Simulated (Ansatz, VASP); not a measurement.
Given: the input of a run of VASP 6.6.1 on Pb.

INCAR

```
PREC = Accurate
ENCUT = 520
EDIFF = 1E-6
ISMEAR = -1
SIGMA = 0.025
LREAL = F
LASPH = T
NELM = 150
ALGO = Fast
ISIF = 2
LWAVE = F
LCHARG = F
MAGMOM = 0.289 0.289 0.289
LORBIT = 11
LSORBIT = T
GGA_COMPAT = F
LORBMOM = T
GGA = RP
IVDW = 12
NBANDS = 25
```

File KPOINTS:

```
regular mesh
0
Gamma
  7 7 7
```

POSCAR

```
Pb
1.0
    0.0000000000      2.4244952108      2.4244952108
    2.4244952108      0.0000000000      2.4244952108
    2.4244952108      2.4244952108      0.0000000000
Pb
1
Direct
    0.0000000000      0.0000000000      0.0000000000
```

Potentials or basis: VASP PAW PBE potentials, release 64 (Pb_d).

Run with:

```console
$ cat potpaw_PBE.64/Pb_d/POTCAR > POTCAR
$ mpirun -np 1 vasp_ncl > vasp.out
```

Problem. Translate it to Ansatz 0.2.0. Potentials there: all-electron LAPW, relativistic spinors.

Solution. As run (the cutoff follows the program's own potentials):

input.yaml

```yaml
crystal:
  lattice:
    - [0.0, 2.4244952108, 2.4244952108]
    - [2.4244952108, 0.0, 2.4244952108]
    - [2.4244952108, 2.4244952108, 0.0]
  atoms:
    - { symbol: Pb, position: [0.0, 0.0, 0.0], spin: 0.501, spin_axis: [0.57735, 0.57735, 0.57735] }
kpoints:
  mp_grid: { grid: [7, 7, 7] }
scf:
  occupations: { method: fermi_dirac, width: 0.025 }
hamiltonian:
  xc: rpbe
  dispersion: d3bj
  pseudopotentials: { kind: all_electron, lapw: { basis_error: 0.001 } }
magnetization:
  noncollinear: true
  spin_orbit: true
output:
  forces: true
  stress: true
  eigenvalues: true
```

Potentials or basis: all-electron LAPW, relativistic spinors.

Launch:

```console
$ ansatz run input.yaml --threads 1 --pin off --max-ram 2560MiB --backend cpu --events-out ev --progress --plain --runs-dir out
```

Both were run:

|  | VASP | Ansatz | Ansatz less VASP |
| --- | --- | --- | --- |
| pressure (GPa) | -14.7 | -14.8 | -0.08 |
| net moment per atom (μB) | 0.00 | 0.00 | 0.000 |

VASP's potentials were made for PBE, not for RPBE. Ansatz ran all-electron here, and VASP with PAW potentials.

Noted on Ansatz's run: the k mesh is thin for a metal, which can move the energy by tens of meV per atom.
